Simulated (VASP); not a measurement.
# C (a cell with a defect) in VASP: single point with PBE

Aim: the single point of C (a cell with a defect) with PBE.

Everything below comes from runs of VASP 6.6.1. Logs are shortened: lines on timing, memory, paths and dates and some standing lists are left out, and cuts for length are marked.

## (1) The cell of the first run

The cell holds a defect, 63 atoms: a = 7.140 Å, b = 7.140 Å, c = 7.140 Å, α = 90.00°, β = 90.00°, γ = 90.00°.

## (2) Single point, PBE

Contents of INCAR:

```
ALGO = Normal ; EDIFF = 1E-6
ENCUT = 520 ; GGA = PE
ISIF = 2 ; ISMEAR = 0
LASPH = T ; LCHARG = T
LELF = T ; LREAL = Auto
LVHAR = T ; LWAVE = F
NBANDS = 163 ; NELECT = 254.0
NELM = 60 ; PREC = Accurate
SIGMA = 0.05
```

Contents of KPOINTS:

```
k-points
0
Gamma
  2 2 2
```

Contents of POSCAR:

```
C
1.0
    7.1400000000      0.0000000000      0.0000000000
    0.0000000000      7.1400000000      0.0000000000
    0.0000000000      0.0000000000      7.1400000000
C
63
Direct
    0.5008511779      0.0011857541      0.0008749837
    0.6262423049      0.1265784053      0.1274952124
    0.7500101091      0.2503457720      0.0000370884
    0.8737763719      0.3741125490      0.1274955357
    0.7522411820      0.0023417344      0.2535712099
    0.8849291260      0.1154438889      0.3711227461
   -0.0008314596      0.0011854373     -0.0008002055
    0.1254355876      0.1259969609      0.1244792937
    0.2500094604      0.2503450333      0.0000378349
    0.3745811409      0.3746945709      0.1244769681
    0.5008512225      0.4995053466     -0.0008009240
    0.6256579246      0.6257715794      0.1244808506
    0.7500081518      0.7503447221      0.0000364209
    0.8743615941      0.8749225933      0.1244835392
    0.2502841120      0.0007279714      0.2503674435
    0.3756328279      0.1256339996      0.3755633982
    0.5019963769      0.2525783912      0.2535651779
    0.6150874461      0.3852511040      0.3711187178
    0.7477781925      0.4983477466      0.2535734254
    0.8747197020      0.6247187370      0.3755653592
    0.5001474487      0.0004862185      0.5016795565
    0.6150889853      0.1154391752      0.6289606072
    0.8849273271      0.3852512949      0.6289521805
    0.7477778180      0.0023443028      0.7465009076
    0.8737776944      0.1265782680      0.8725802439
   -0.0008329296      0.4995060955      0.0008742173
    0.1245767624      0.6249122305      0.1253243998
    0.2500095456      0.7503452137      0.0000369190
    0.3754419833      0.8757788172      0.1253252744
   -0.0019762956      0.2481135911      0.2535635002
    0.1243867271      0.3750591177      0.3755627978
    0.2497346948      0.4999625482      0.2503666697
    0.3735909679      0.6267637116      0.3758760177
    0.5003935600      0.7506216587      0.2503684842
    0.6253005856      0.8759738549      0.3755665103
   -0.0001283777      0.0004855510      0.4983927364
    0.1243866868      0.1256329151      0.6245111809
    0.2500090611      0.2503458403      0.5000363780
    0.3756322706      0.3750591204      0.6245113048
    0.5001447449      0.5002074017      0.4983915877
    0.6252995702      0.6247182921      0.6245080782
    0.7500093557      0.7503462384      0.5000372628
    0.8747186088      0.8759745183      0.6245086070
    0.2497360224      0.0007281106      0.7497074976
    0.3745815975      0.1259962389      0.8755954058
    0.5019955600      0.2481139530      0.7465089688
    0.6262434484      0.3741135241      0.8725791717
    0.7522403836      0.4983454424      0.7464971683
    0.8743610557      0.6257742553      0.8755955621
   -0.0003751034      0.7500692317      0.2503677894
    0.1264284245      0.8739255818      0.3758765128
   -0.0001278000      0.5002059578      0.5016807270
    0.1264266162      0.6267652974      0.6241977304
    0.2500078473      0.7503459936      0.5000374397
    0.3735915581      0.8739254709      0.6241982660
   -0.0019736235      0.2525756578      0.7465121840
    0.1254323680      0.3746943726      0.8755925896
    0.2502830205      0.4999627461      0.7497066624
    0.3754424170      0.6249124117      0.8747495220
    0.5003948459      0.7500689737      0.7497056722
    0.6256574366      0.8749187995      0.8755948002
   -0.0003771506      0.7506227977      0.7497065716
    0.1245769290      0.8757791105      0.8747499605
```

Potentials or basis: VASP PAW PBE potentials, release 64 (C).

Started as:

```sh
$ cat potpaw_PBE.64/C/POTCAR > POTCAR
$ mpirun -np 1 vasp_std > vasp.out
```

OUTCAR:

```text
EDIFF = 1E-6
   ENCUT = 520
   GGA = PE
   ISIF = 2
   ISMEAR = 0
   LASPH = T
   LREAL = Auto
   NELECT = 254.0
   NELM = 60
   PREC = Accurate

 ion  position               nearest neighbor table
   1  0.501  0.001  0.001-  29 1.55  61 1.55  45 1.55   2 1.56
   2  0.626  0.127  0.127-   3 1.55   5 1.55  17 1.55   1 1.56
   3  0.750  0.250  0.000-   4 1.55  25 1.55  47 1.55   2 1.55
   4  0.874  0.374  0.127-   3 1.55  19 1.55  30 1.55  26 1.56
   5  0.752  0.002  0.254-   6 1.50  35 1.55   2 1.55  14 1.56
   6  0.885  0.115  0.371-  36 1.47  30 1.50   5 1.50
   7  0.999  0.001  0.999-  63 1.55  14 1.55   8 1.55  25 1.56
   8  0.125  0.126  0.124-   9 1.54  15 1.55   7 1.55  30 1.56
   9  0.250  0.250  0.000-  10 1.54  45 1.54   8 1.54  57 1.54
  10  0.375  0.375  0.124-   9 1.54  32 1.55  11 1.55  17 1.56
  11  0.501  0.500  0.999-  59 1.55  12 1.55  10 1.55  47 1.56
  12  0.626  0.626  0.124-  13 1.54  34 1.55  11 1.55  19 1.56
  13  0.750  0.750  0.000-  49 1.54  61 1.54  12 1.54  14 1.54
  14  0.874  0.875  0.124-  13 1.54  50 1.55   7 1.55   5 1.56
  15  0.250  0.001  0.250-  29 1.55  16 1.55   8 1.55  51 1.55
  16  0.376  0.126  0.376-  38 1.55  17 1.55  15 1.55  21 1.55
  17  0.502  0.253  0.254-  18 1.50  16 1.55   2 1.55  10 1.56
[... 44 lines left out ...]
  62  1.000  0.751  0.750-  63 1.55  43 1.55  49 1.55  53 1.55
  63  0.125  0.876  0.875-  44 1.55  62 1.55   7 1.55  28 1.55

  LATTYP: Found a simple cubic cell.
 ALAT       =     7.1400000000

  Lattice vectors:

 A1 = (   7.1400000000,   0.0000000000,   0.0000000000)
 A2 = (   0.0000000000,   7.1400000000,   0.0000000000)
 A3 = (   0.0000000000,   0.0000000000,   7.1400000000)

Analysis of symmetry for initial positions (statically):
=====================================================================
 Subroutine PRICEL returns:
 Original cell was already a primitive cell.

 Routine SETGRP: Setting up the symmetry group for a
 simple cubic supercell.

 Subroutine GETGRP returns: Found  4 space group operations
 (whereof  1 operations were pure point group operations)
 out of a pool of 48 trial point group operations.

The static configuration has the point symmetry C_1 .
 The point group associated with its full space group is D_2 .

Analysis of symmetry for dynamics (positions and initial velocities):
=====================================================================
 Subroutine PRICEL returns:
 Original cell was already a primitive cell.

 Routine SETGRP: Setting up the symmetry group for a
 simple cubic supercell.

 Subroutine GETGRP returns: Found  4 space group operations
[... 217 lines left out ...]
   POTIM  = 0.5000    time-step for ionic-motion
   TEBEG  =    0.0;   TEEND  =   0.0 temperature during run
   PSTRESS=    0.0 pullay stress
   NELECT =     254.0000    total number of electrons
   NUPDOWN=      -1.0000    fix difference up-down
   EMIN   =  10.00;   EMAX   =-10.00  energy-range for DOS
   EFERMI =   0.00;   METHOD = LEGACY
   ISMEAR =     0;   SIGMA  =   0.05  broadening in eV -4-tet -1-fermi 0-gaus
   EFERMI_NEDOS =   21; number of points for ismear=-14 and -15
   IALGO  =     38    algorithm
   IMIX   =      4    mixing-type and parameters
     AMIX     =   0.40;   BMIX     =  1.00
     AMIX_MAG =   1.60;   BMIX_MAG =  1.00
  volume/ion in A,a.u.               =       5.78        38.99
  Fermi-wavevector in a.u.,A,eV,Ry     =   1.452071  2.744016 28.688024  2.108510
  Thomas-Fermi vector in A             =   2.569495
   LORBIT       =      0    0 simple, 1 ext, 2 COOP (PROOUT), +10 PAW based schemes
   GGA     = PE    functional components
   LHFCALC =     F    Hartree Fock is set to
   AEXX    =    0.0000 exact exchange contribution
   IVDW    =     0    specifies the selected vdW correction
   LEPSILON=     F    determine dielectric tensor
   LRPA    =     F    only Hartree local field effects (RPA)
 non-spin polarized calculation
 Gauss-broadening in eV      SIGMA  =   0.05
  energy-cutoff  :      520.00
  volume of cell :      363.99
 maximum number of plane-waves:      9808
 NGX is ok and might be reduce to    54
   NGX = 27   NGY = 27   NGZ = 27

 number of electron     253.9999997 magnetization

 Free energy of the ion-electron system (eV)
  ---------------------------------------------------
  ext. energy  EPLUGINS =         0.00000000
  ---------------------------------------------------
  free energy    TOTEN  =      -543.39337614 eV

  energy without entropy =     -543.38510497  energy(sigma->0) =     -543.38924056

 E-fermi :  11.8506     XC(G=0): -13.1924

 val. band max:       11.8087771843   @ k =   0.5000   0.5000   0.5000
 cond. band min:      11.9012268432   @ k =   0.0000   0.5000   0.0000
 fundamental gap:      0.0924496588
 Fermi energy:        11.8505679196

 k-point     1 :       0.0000    0.0000    0.0000
  band No.  band energies     occupation
      1     -12.0493      2.00000
      2      -9.8792      2.00000
      3      -9.8642      2.00000
      4      -9.7873      2.00000
      5      -9.7872      2.00000
      6      -9.7814      2.00000
[... 1125 lines left out ...]
    138      15.3472      0.00000
    139      15.3531      0.00000
 [bands above 139 left out]

------------------------ aborting loop because EDIFF is reached ----------------------------------------

  FORCE on cell =-STRESS in cart. coord.  units (eV):
  Direction    XX          YY          ZZ          XY          YZ          ZX
  --------------------------------------------------------------------------------------
  -------------------------------------------------------------------------------------
  Total       36.4925251     36.4622208     25.3218085      0.0000000      0.0000000      0.0000000
  in kB      160.6274859    160.4940971    111.4578516      0.0000000      0.0000000      0.0000000
  external PRESSURE =     144.1931449 kB  Pullay stress =       0.0000000 kB

 VOLUME and BASIS-vectors are now :
 -----------------------------------------------------------------------------
  energy-cutoff  :      520.00
  volume of cell :      363.99
      direct lattice vectors                 reciprocal lattice vectors
     7.140000000  0.000000000  0.000000000     0.140056022  0.000000000  0.000000000
     0.000000000  7.140000000  0.000000000     0.000000000  0.140056022  0.000000000
     0.000000000  0.000000000  7.140000000     0.000000000  0.000000000  0.140056022

 POSITION                                       TOTAL-FORCE (eV/Angst)
 -----------------------------------------------------------------------------------
      3.57608      0.00847      0.00625        -0.005384     -0.004953     -0.006154
      4.47137      0.90377      0.91032        -0.005672     -0.007263     -0.004038
      5.35507      1.78747      0.00026        -0.000000      0.000000      0.000000
      6.23876      2.67116      0.91032         0.005672      0.007263     -0.004038
      5.37100      0.01672      1.81050        -0.009489     -0.000212     -0.008908
      6.31839      0.82427      2.64982        -0.022318      0.019961      0.013709
[... 55 lines left out ...]
      7.13731      5.35945      5.35290         0.000177      0.000783     -0.002223
      0.88948      6.25306      6.24571        -0.003072      0.000606      0.004470
 -----------------------------------------------------------------------------------
    total drift:                                0.074104     -0.036903      0.031787

  FREE ENERGIE OF THE ION-ELECTRON SYSTEM (eV)
  ---------------------------------------------------
  free  energy   TOTEN  =      -543.3933761449 eV

  energy  without entropy=     -543.3851049721  energy(sigma->0) =     -543.38924056
```

Wall time 11 min (1 thread of Intel Xeon Platinum 8375C at 2.90GHz (Ice Lake), shared host); peak memory 0.57 GiB.

Results:

```
Free energy   : -543.3934 eV
Largest force : 0.033 eV/Å
```

Forces in eV/Å, atoms in the order of the input:
```
C   -0.005 -0.005 -0.006
C   -0.006 -0.007 -0.004
C    0.000  0.000  0.000
C    0.006  0.007 -0.004
C   -0.009  0.000 -0.009
C   -0.022  0.020  0.014
C    0.005 -0.005  0.006
C   -0.009 -0.005  0.005
C    0.000  0.000  0.000
C    0.009  0.005  0.005
C   -0.005  0.005  0.006
C   -0.006 -0.010  0.005
C    0.000  0.000  0.000
C    0.006  0.010  0.005
C    0.002 -0.001  0.004
C    0.003 -0.008  0.001
C    0.000 -0.013 -0.007
C    0.022 -0.020  0.014
C    0.009  0.000 -0.009
C    0.007 -0.002  0.002
C   -0.007 -0.006 -0.027
C    0.022  0.020 -0.014
C   -0.022 -0.020 -0.014
C    0.009  0.000  0.009
C    0.006 -0.007  0.004
C    0.005  0.005 -0.006
C   -0.003 -0.001 -0.004
C    0.000  0.000  0.000
C    0.003  0.001 -0.004
C    0.000  0.013 -0.007
C   -0.003  0.008  0.001
C   -0.002  0.001  0.004
C    0.007 -0.006 -0.006
C    0.000  0.001  0.002
C   -0.007  0.002  0.002
C    0.007 -0.006  0.027
C   -0.003 -0.008 -0.001
C    0.000  0.000  0.000
C    0.003  0.008 -0.001
C   -0.007  0.006  0.027
C   -0.007 -0.002 -0.002
C    0.000  0.000  0.000
C    0.007  0.002 -0.002
C   -0.002 -0.001 -0.004
C    0.009 -0.005 -0.005
C    0.000  0.013  0.007
C   -0.006  0.007  0.004
C   -0.009  0.000  0.009
C    0.006 -0.010 -0.005
C    0.000 -0.001  0.002
C   -0.007  0.006 -0.006
C    0.007  0.006 -0.027
C   -0.007 -0.006  0.006
C    0.000  0.000  0.000
C    0.007  0.006  0.006
C    0.000 -0.013  0.007
C   -0.009  0.005 -0.005
C    0.002  0.001 -0.004
C    0.003 -0.001  0.004
C    0.000 -0.001 -0.002
C   -0.006  0.010 -0.005
C    0.000  0.001 -0.002
C   -0.003  0.001  0.004
```

Levels at points of the mesh, in eV from the Fermi level:
```csv
k point,band 124,band 125,band 126,band 127,band 128,band 129,band 130,band 131
"(0.00, 0.00, 0.00)",-2.91,-2.91,0.06,0.06,0.23,1.86,1.92,2.00
"(0.50, 0.00, 0.00)",-4.17,-2.93,-0.50,-0.15,0.05,1.75,1.75,2.67
"(0.00, 0.50, 0.00)",-4.17,-2.93,-0.50,-0.15,0.05,1.75,1.75,2.67
"(0.00, 0.00, 0.50)",-4.21,-2.93,-0.30,-0.16,-0.16,1.78,1.78,2.68
"(0.50, 0.50, 0.00)",-3.18,-3.09,-0.42,-0.10,-0.10,3.15,3.15,3.30
"(0.00, 0.50, 0.50)",-3.25,-3.09,-0.61,-0.09,0.11,3.13,3.13,3.27
"(0.50, 0.00, 0.50)",-3.25,-3.09,-0.61,-0.09,0.11,3.13,3.13,3.27
"(0.50, 0.50, 0.50)",-4.14,-3.77,-0.04,-0.04,0.13,3.40,3.41,3.41
```

Caveat: the k points lie up to 0.44 Å⁻¹ apart; the cell carries a net charge on a neutralising background, which shifts energy and pressure; the cell is charged against a uniform background, so pressure and absolute levels hang on convention.
